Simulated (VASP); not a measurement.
# AlCu3 (P-4m2) in VASP: further runs

The runs below take AlCu3 through single point, with LDA.

Program: VASP 6.6.1. These are calculated values, not measurements. Logs are shortened: lines on timing, memory, paths and dates and some standing lists are left out, and cuts for length are marked.

## 1. The cell of the first run

Symmetry: P-4m2, No. 115, tetragonal system. The conventional cell has a = 3.649 Å, b = 3.649 Å, c = 3.649 Å, α = 90.00°, β = 90.00°, γ = 90.00°. Within 3.3 Å of Al (site symmetry -4m2) lie 12 Cu at 2.51 to 2.65 Å. Cu (site symmetry 2mm) has 4 Al at 2.51 to 2.65 Å and 8 Cu at 2.51 to 2.65 Å within 3.3 Å. Cu (site symmetry -4m2) has 8 Cu at 2.51 to 2.65 Å and 4 Al at 2.58 Å within 3.3 Å.

## 2. Single point, LDA (atoms displaced along a vibrational mode, the cell strained)

The input, INCAR:

```
PREC = Accurate
ENCUT = 520
EDIFF = 1E-7
ISMEAR = 0
SIGMA = 0.15
LREAL = False
LASPH = True
NELM = 100
ALGO = Fast
ISIF = 2
LWAVE = False
LCHARG = True
GGA = CA
LELF = True
LVHAR = True
NBANDS = 26
```

The input, KPOINTS:

```
regular mesh
0
Gamma
  12 12 12
```

The input, POSCAR:

```
AlCu3
1.0
    3.6489625654      0.0000000000      0.0000000000
    0.0000000000      3.6489625654      0.0000000000
    0.0000000000      0.0000000000      3.6489625654
Al Cu
1 3
Direct
    0.0000000000      0.0000000000      0.0000000000
    0.5000000000      0.4732517947      0.0000000000
    0.5000000000      0.0000000000      0.5000000000
    0.0000000000      0.5267482053      0.5000000000
```

Potentials or basis: VASP PAW LDA potentials, release 64 (Al, Cu).

On the command line:

```sh
$ cat potpaw_LDA.64/Al/POTCAR potpaw_LDA.64/Cu/POTCAR > POTCAR
$ mpirun -np 1 vasp_std > vasp.out
```

OUTCAR:

```text
PREC = Accurate
   ENCUT = 520
   EDIFF = 1E-7
   ISMEAR = 0
   LREAL = False
   LASPH = True
   NELM = 100
   ISIF = 2
   GGA = CA

 ion  position               nearest neighbor table
   1  0.000  0.000  0.000-   2 2.51   4 2.51   4 2.51   2 2.51   3 2.58   3 2.58   3 2.58   3 2.58
                             4 2.65   4 2.65   2 2.65   2 2.65
   2  0.500  0.473  0.000-   1 2.51   3 2.51   3 2.51   1 2.51   4 2.59   4 2.59   4 2.59   4 2.59
                             1 2.65   3 2.65   1 2.65   3 2.65
   3  0.500  0.000  0.500-   2 2.51   4 2.51   2 2.51   4 2.51   1 2.58   1 2.58   1 2.58   1 2.58
                             4 2.65   4 2.65   2 2.65   2 2.65
   4  0.000  0.527  0.500-   1 2.51   3 2.51   1 2.51   3 2.51   2 2.59   2 2.59   2 2.59   2 2.59
                             1 2.65   3 2.65   1 2.65   3 2.65

  LATTYP: Found a simple cubic cell.
 ALAT       =     3.6489625654

  Lattice vectors:

 A1 = (   3.6489625654,   0.0000000000,   0.0000000000)
 A2 = (   0.0000000000,   3.6489625654,   0.0000000000)
 A3 = (   0.0000000000,   0.0000000000,   3.6489625654)

Analysis of symmetry for initial positions (statically):
=====================================================================
 Subroutine PRICEL returns:
 Original cell was already a primitive cell.

 Routine SETGRP: Setting up the symmetry group for a
 simple cubic supercell.

 Subroutine GETGRP returns: Found  8 space group operations
 (whereof  8 operations were pure point group operations)
 out of a pool of 48 trial point group operations.

The static configuration has the point symmetry D_2d.

Analysis of symmetry for dynamics (positions and initial velocities):
=====================================================================
 Subroutine PRICEL returns:
 Original cell was already a primitive cell.

 Routine SETGRP: Setting up the symmetry group for a
 simple cubic supercell.

 Subroutine GETGRP returns: Found  8 space group operations
 (whereof  8 operations were pure point group operations)
 out of a pool of 48 trial point group operations.

The dynamic configuration has the point symmetry D_2d.

 Subroutine INISYM returns: Found  8 space group operations
 (whereof  8 operations are pure point group operations),
 and found     1 'primitive' translations

----------------------------------------------------------------------------------------

                                     Primitive cell

  volume of cell :      48.5857

  direct lattice vectors                    reciprocal lattice vectors
     3.648962565  0.000000000  0.000000000     0.274050496  0.000000000  0.000000000
     0.000000000  3.648962565  0.000000000     0.000000000  0.274050496  0.000000000
     0.000000000  0.000000000  3.648962565     0.000000000  0.000000000  0.274050496

  length of vectors
     3.648962565  3.648962565  3.648962565     0.274050496  0.274050496  0.274050496

  position of ions in fractional coordinates (direct lattice)
     0.000000000  0.000000000  0.000000000
     0.500000000  0.473251795  0.000000000
     0.500000000  0.000000000  0.500000000
     0.000000000  0.526748205  0.500000000

  ion indices of the primitive-cell ions
   primitive index   ion index
                 1           1
                 2           2
                 3           3
                 4           4

----------------------------------------------------------------------------------------

 KPOINTS: regular mesh

Automatic generation of k-mesh.
 Grid dimensions read from file:
 generate k-points for:   12   12   12

 Generating k-lattice:

  Cartesian coordinates                     Fractional coordinates (reciprocal lattice)
     0.022837541  0.000000000  0.000000000     0.083333333  0.000000000  0.000000000
     0.000000000  0.022837541  0.000000000     0.000000000  0.083333333  0.000000000
     0.000000000  0.000000000  0.022837541     0.000000000  0.000000000  0.083333333

  Length of vectors
     0.022837541  0.022837541  0.022837541

  Shift w.r.t. Gamma in fractional coordinates (k-lattice)
[... 43 lines left out ...]
 RMM-DIIS sequential band-by-band and
 Gauss-broadening in eV      SIGMA  =   0.15
  energy-cutoff  :      520.00
  volume of cell :       48.59
 maximum number of plane-waves:      1357
 NGX is ok and might be reduce to    28
   NGX = 13   NGY = 13   NGZ = 13

 number of electron      36.0000010 magnetization

 Free energy of the ion-electron system (eV)
  ---------------------------------------------------
  ext. energy  EPLUGINS =         0.00000000
  ---------------------------------------------------
  free energy    TOTEN  =       -19.01080066 eV

  energy without entropy =      -19.00033402  energy(sigma->0) =      -19.00556734

 E-fermi :   8.3685     XC(G=0): -12.5879

 val. band max:        8.3532139454   @ k =   0.1667   0.0833   0.0000
 cond. band min:       8.3833048974   @ k =   0.2500   0.1667   0.1667
 fundamental gap:      0.0300909519
 Fermi energy:         8.3684898482

 k-point     1 :       0.0000    0.0000    0.0000
  band No.  band energies     occupation
      1      -2.2114      2.00000
      2       2.9911      2.00000
      3       3.5330      2.00000
      4       3.5625      2.00000
      5       3.7989      2.00000
      6       3.7989      2.00000
[... 18 lines left out ...]
     25      18.8046      0.00000
     26      20.1316      0.00000

 k-point     2 :       0.0833    0.0000    0.0000
  band No.  band energies     occupation
      1      -2.1313      2.00000
      2       3.0124      2.00000
      3       3.5062      2.00000
      4       3.5954      2.00000
      5       3.7919      2.00000
      6       3.8145      2.00000
[... 18 lines left out ...]
     25      18.5202      0.00000
     26      19.7155      0.00000

 k-point     3 :       0.0000    0.0833    0.0000
  band No.  band energies     occupation
      1      -2.1313      2.00000
      2       3.0139      2.00000
      3       3.5188      2.00000
      4       3.5854      2.00000
      5       3.8106      2.00000
      6       3.8106      2.00000
[... 572 lines left out ...]
 k-point    23 :       0.0000    0.3333    0.0833
  band No.  band energies     occupation
      1      -0.8874      2.00000
      2       2.2961      2.00000
      3       3.5240      2.00000
      4       3.9179      2.00000
      5       3.9332      2.00000
      6       4.0714      2.00000
[... 18 lines left out ...]
     25      17.5366      0.00000
     26      19.2118      0.00000

 k-point    24 :       0.0833    0.0000    0.3333
  band No.  band energies     occupation
      1      -0.8860      2.00000
      2       2.2898      2.00000
      3       3.5118      2.00000
      4       3.8847      2.00000
      5       3.9065      2.00000
      6       4.0471      2.00000
[... 18 lines left out ...]
     25      17.5446      0.00000
     26      19.1773      0.00000

 [... further k-points ...]

------------------------ aborting loop because EDIFF is reached ----------------------------------------

  FORCE on cell =-STRESS in cart. coord.  units (eV):
  Direction    XX          YY          ZZ          XY          YZ          ZX
  --------------------------------------------------------------------------------------
  -------------------------------------------------------------------------------------
  Total       -1.8476883     -1.7991729     -1.8476883      0.0000000      0.0000000      0.0000000
  in kB      -60.9299836    -59.3301234    -60.9299836      0.0000000      0.0000000      0.0000000
  external PRESSURE =     -60.3966968 kB  Pullay stress =       0.0000000 kB

 VOLUME and BASIS-vectors are now :
 -----------------------------------------------------------------------------
  energy-cutoff  :      520.00
  volume of cell :       48.59
      direct lattice vectors                 reciprocal lattice vectors
     3.648962565  0.000000000  0.000000000     0.274050496  0.000000000  0.000000000
     0.000000000  3.648962565  0.000000000     0.000000000  0.274050496  0.000000000
     0.000000000  0.000000000  3.648962565     0.000000000  0.000000000  0.274050496

 POSITION                                       TOTAL-FORCE (eV/Angst)
 -----------------------------------------------------------------------------------
      0.00000      0.00000      0.00000         0.000000      0.000000      0.000000
      1.82448      1.72688      0.00000        -0.000000      0.526479      0.000000
      1.82448      0.00000      1.82448        -0.000000      0.000000      0.000000
      0.00000      1.92208      1.82448        -0.000000     -0.526479     -0.000000
 -----------------------------------------------------------------------------------
    total drift:                                0.000000      0.000000      0.000000

  FREE ENERGIE OF THE ION-ELECTRON SYSTEM (eV)
  ---------------------------------------------------
  free  energy   TOTEN  =       -19.0108006585 eV

  energy  without entropy=      -19.0003340205  energy(sigma->0) =      -19.00556734
```

It took 2.3 min on 1 thread of Intel Xeon 6975P-C (Granite Rapids), shared host; peak memory 0.29 GiB.

Results:

| Property | Result |
| --- | --- |
| Free energy | -19.0108 eV |
| Pressure | -6.0 GPa |
| Largest force | 0.526 eV/Å |
| Band gap on the k mesh | zero (bands 18 and 19 overlap by 5.51 eV) |

Forces on the atoms (eV/Å):
```
Al   0.000  0.000  0.000
Cu   0.000  0.526  0.000
Cu   0.000  0.000  0.000
Cu   0.000 -0.526  0.000
```

Stress tensor (GPa, compression positive):
```
-6.09  0.00  0.00
 0.00 -5.93  0.00
 0.00  0.00 -6.09
```

Levels at points of the mesh, in eV from the Fermi level:
| k point | band 15 | band 16 | band 17 | band 18 | band 19 | band 20 | band 21 | band 22 |
| --- | --- | --- | --- | --- | --- | --- | --- | --- |
| (0.00, 0.00, 0.00) | -2.11 | -2.11 | -0.25 | -0.25 | -0.17 | 4.31 | 4.37 | 4.95 |
| (0.50, 0.00, 0.00) | -2.88 | -2.51 | -2.11 | 3.62 | 3.76 | 3.86 | 3.91 | 4.92 |
| (0.00, 0.50, 0.00) | -2.83 | -2.53 | -2.13 | 3.74 | 3.74 | 3.93 | 3.93 | 4.83 |
| (0.50, 0.50, 0.00) | -2.86 | -2.74 | -2.37 | -1.25 | -1.24 | 6.11 | 6.38 | 6.59 |
| (0.50, 0.00, 0.50) | -3.00 | -2.72 | -2.35 | -1.27 | -1.27 | 6.23 | 6.45 | 6.45 |
| (0.50, 0.50, 0.50) | -2.80 | -2.31 | -2.28 | -2.28 | -1.32 | 1.21 | 1.69 | 1.71 |

Caveat: the cell differs from its parent crystal (atoms displaced along a vibrational mode, the cell strained); the cell stands under tension.

## 3. Single point, LDA (atoms displaced along a vibrational mode, the cell strained)

The input, INCAR:

```
SYSTEM = AlCu3
PREC = Accurate ; ENCUT = 520
EDIFF = 1E-6 ; ISMEAR = 0
SIGMA = 0.15 ; LREAL = .FALSE.
LASPH = .TRUE. ; NELM = 60
ALGO = Fast ; ISIF = 2
LWAVE = .FALSE. ; LCHARG = .FALSE.
NBANDS = 26
```

The input, KPOINTS:

```
Automatic mesh
0
G
  12 12 12
  0 0 0
```

The input, POSCAR:

```
AlCu3
1.0
    3.6489625654      0.0000000000      0.0000000000
    0.0000000000      3.6489625654      0.0000000000
    0.0000000000      0.0000000000      3.6489625654
Al Cu
1 3
Direct
    0.0000000000      0.0000000000      0.0000000000
    0.5000000000      0.4946503589      0.0000000000
    0.5000000000      0.0000000000      0.5000000000
    0.0000000000      0.5053496411      0.5000000000
```

Potentials or basis: VASP PAW LDA potentials, release 64 (Al, Cu).

On the command line:

```sh
$ cat potpaw_LDA.64/Al/POTCAR potpaw_LDA.64/Cu/POTCAR > POTCAR
$ mpirun -np 1 vasp_std > vasp.out
```

Run time: 2.4 min. Hardware: 1 thread of Intel Xeon 6975P-C (Granite Rapids), shared host; peak memory 0.29 GiB.

Results (log left out):

| Quantity | Value |
| --- | --- |
| Free energy | -19.0596 eV |
| Pressure | -6.7 GPa |
| Largest force | 0.104 eV/Å |
| Band gap on the k mesh | zero (bands 18 and 19 overlap by 5.50 eV) |

Forces on the atoms (eV/Å):
```
Al   0.000  0.000  0.000
Cu   0.000  0.104  0.000
Cu   0.000  0.000  0.000
Cu   0.000 -0.104  0.000
```

Levels at points of the mesh, in eV from the Fermi level:
| k point | band 15 | band 16 | band 17 | band 18 | band 19 | band 20 | band 21 | band 22 |
| --- | --- | --- | --- | --- | --- | --- | --- | --- |
| (0.00, 0.00, 0.00) | -2.10 | -2.10 | -0.26 | -0.26 | -0.25 | 4.36 | 4.36 | 4.97 |
| (0.50, 0.00, 0.00) | -2.91 | -2.52 | -2.10 | 3.75 | 3.76 | 3.90 | 3.91 | 4.82 |
| (0.00, 0.50, 0.00) | -2.90 | -2.52 | -2.10 | 3.76 | 3.76 | 3.91 | 3.91 | 4.82 |
| (0.50, 0.50, 0.00) | -2.89 | -2.79 | -2.37 | -1.24 | -1.24 | 6.27 | 6.42 | 6.44 |
| (0.50, 0.00, 0.50) | -2.90 | -2.79 | -2.37 | -1.24 | -1.24 | 6.28 | 6.42 | 6.42 |
| (0.50, 0.50, 0.50) | -2.87 | -2.27 | -2.27 | -2.27 | -1.36 | 1.22 | 1.71 | 1.71 |

Caveat: the cell differs from its parent crystal (atoms displaced along a vibrational mode, the cell strained); the cell stands under tension.

## 4. Single point, LDA (atoms displaced along a vibrational mode, the cell strained)

The input, INCAR:

```
SYSTEM = AlCu3
PREC     = Accurate       ! precision mode
ENCUT    = 520            ! plane-wave cutoff, eV
EDIFF    = 1E-7           ! SCF threshold, eV
ISMEAR   = 0              ! smearing method
SIGMA    = 0.15           ! smearing width, eV
LREAL    = .FALSE.        ! projectors in reciprocal space
LASPH    = .TRUE.         ! aspherical terms in the spheres
NELM     = 60             ! most SCF steps
ALGO     = Fast           ! electronic algorithm
ISIF     = 2              ! what is computed and relaxed
LWAVE    = .FALSE.        ! write WAVECAR
LCHARG   = .FALSE.        ! write CHGCAR
GGA      = CA             ! functional
NBANDS   = 26             ! bands
```

KPOINTS is that of step 3.

The input, POSCAR:

```
AlCu3
1.0
    3.6489625654      0.0000000000      0.0000000000
    0.0000000000      3.6489625654      0.0000000000
    0.0000000000      0.0000000000      3.6489625654
Al Cu
1 3
Direct
    0.0000000000      0.0000000000      0.0000000000
    0.5000000000      0.4839510768      0.0000000000
    0.5000000000      0.0000000000      0.5000000000
    0.0000000000      0.5160489232      0.5000000000
```

On the command line:

```sh
$ cat potpaw_LDA.64/Al/POTCAR potpaw_LDA.64/Cu/POTCAR > POTCAR
$ mpirun -np 1 vasp_std > vasp.out
```

Wall time 2.2 min (1 thread of Intel Xeon 6975P-C (Granite Rapids), shared host); peak memory 0.29 GiB.

The run converged. Its results:

```
Free energy            : -19.0435 eV
Pressure               : -6.6 GPa
Largest force          : 0.311 eV/Å
Band gap on the k mesh : zero (bands 18 and 19 overlap by 5.50 eV)
```

Forces on the atoms (eV/Å):
```
Al   0.000  0.000  0.000
Cu   0.000  0.311  0.000
Cu   0.000  0.000  0.000
Cu   0.000 -0.311  0.000
```

Levels at points of the mesh, in eV from the Fermi level:
```
           k point  band 14  band 15  band 16  band 17  band 18  band 19  band 20  band 21  band 22  band 23
(0.00, 0.00, 0.00)    -2.12    -2.11    -2.11    -0.25    -0.25    -0.22     4.34     4.37     4.96    10.41
(0.50, 0.00, 0.00)    -2.96    -2.90    -2.52    -2.10     3.70     3.76     3.89     3.91     4.86     5.76
(0.00, 0.50, 0.00)    -3.03    -2.86    -2.52    -2.11     3.75     3.75     3.92     3.92     4.82     5.76
(0.50, 0.50, 0.00)    -2.93    -2.88    -2.77    -2.37    -1.25    -1.24     6.20     6.41     6.51     6.92
(0.50, 0.00, 0.50)    -2.96    -2.95    -2.75    -2.37    -1.25    -1.25     6.27     6.43     6.43     6.95
(0.50, 0.50, 0.50)    -2.87    -2.84    -2.29    -2.28    -2.28    -1.35     1.22     1.70     1.71     1.71
```

Caveat: the cell differs from its parent crystal (atoms displaced along a vibrational mode, the cell strained); the cell stands under tension.

## 5. Single point, LDA (atoms displaced along a vibrational mode, the cell strained)

The input, INCAR:

```
PREC     = Accurate       # precision mode
ENCUT    = 520            # plane-wave cutoff, eV
EDIFF    = 1E-6           # SCF threshold, eV
ISMEAR   = 0              # smearing method
SIGMA    = 0.15           # smearing width, eV
LREAL    = F              # projectors in reciprocal space
LASPH    = T              # aspherical terms in the spheres
NELM     = 100            # most SCF steps
ALGO     = Fast           # electronic algorithm
ISIF     = 2              # what is computed and relaxed
LWAVE    = F              # write WAVECAR
LCHARG   = F              # write CHGCAR
NBANDS   = 26             # bands
```

The input, KPOINTS:

```
Automatic mesh
0
Gamma
  12 12 12
```

The input, POSCAR:

```
AlCu3
1.0
    3.5592369196      0.0000000000      0.0000000000
    0.0000000000      3.5592369196      0.0000000000
    0.0000000000      0.0000000000      3.5592369196
Al Cu
1 3
Direct
    0.0000000000      0.0000000000      0.0000000000
    0.5000000000      0.4786014357      0.0000000000
    0.5000000000      0.0000000000      0.5000000000
    0.0000000000      0.5213985643      0.5000000000
```

On the command line:

```sh
$ cat potpaw_LDA.64/Al/POTCAR potpaw_LDA.64/Cu/POTCAR > POTCAR
$ mpirun -np 1 vasp_std > vasp.out
```

Run time: 2.4 min. Hardware: 1 thread of Intel Xeon Platinum 8488C (Sapphire Rapids), shared host; peak memory 0.28 GiB.

The run converged. Its results:

| Item | Value |
| --- | --- |
| Free energy | -19.0436 eV |
| Pressure | 5.1 GPa |
| Largest force | 0.571 eV/Å |
| Band gap on the k mesh | zero (bands 18 and 19 overlap by 5.83 eV) |

Forces on the atoms (eV/Å):
```
Al   0.000  0.000  0.000
Cu   0.000  0.571  0.000
Cu   0.000  0.000  0.000
Cu   0.000 -0.571  0.000
```

Stress tensor (GPa, compression positive):
```
5.02 0.00 0.00
0.00 5.12 0.00
0.00 0.00 5.02
```

Levels at points of the mesh, in eV from the Fermi level:
```tsv
k point	band 16	band 17	band 18	band 19	band 20	band 21
(0.00, 0.00, 0.00)	-2.20	-0.35	-0.35	-0.29	4.61	4.66
(0.50, 0.00, 0.00)	-2.65	-2.20	3.90	3.98	4.01	4.01
(0.00, 0.50, 0.00)	-2.67	-2.21	3.98	3.98	4.04	4.04
(0.50, 0.50, 0.00)	-2.93	-2.50	-1.26	-1.25	6.50	6.62
(0.50, 0.00, 0.50)	-2.91	-2.49	-1.27	-1.27	6.67	6.67
(0.50, 0.50, 0.50)	-2.42	-2.39	-2.39	-1.58	1.59	1.92
```

Caveat: the cell differs from its parent crystal (atoms displaced along a vibrational mode, the cell strained); the cell stands under pressure.

## 6. Summary

| cell | further INCAR settings | gap on the mesh (eV) | pressure (GPa) | largest force (eV/Å) |
| --- | --- | --- | --- | --- |
| a = 3.649 Å, 4 atoms, atomic positions A | ALGO = Fast; EDIFF = 1e-07; NBANDS = 26 | none | -6.0 | 0.53 |
| a = 3.649 Å, 4 atoms, atomic positions B | ALGO = Fast; EDIFF = 1e-06; NBANDS = 26 | none | -6.7 | 0.10 |
| a = 3.649 Å, 4 atoms, atomic positions C | ALGO = Fast; EDIFF = 1e-07; NBANDS = 26 | none | -6.6 | 0.31 |
| a = 3.559 Å, 4 atoms, atomic positions D | ALGO = Fast; EDIFF = 1e-06; NBANDS = 26 | none | 5.1 | 0.57 |

Alike in all rows: task single point; level LDA; potentials or basis VASP PAW LDA potentials, release 64 (Al, Cu); no spin polarisation; k mesh 12 × 12 × 12; cutoff (eV) 520; smearing gaussian 0.15 eV.

Caveats: the cell stands under tension (at least some runs); the cell stands under pressure (at least some runs).

Absolute energies hang on the potentials; compare differences alone.
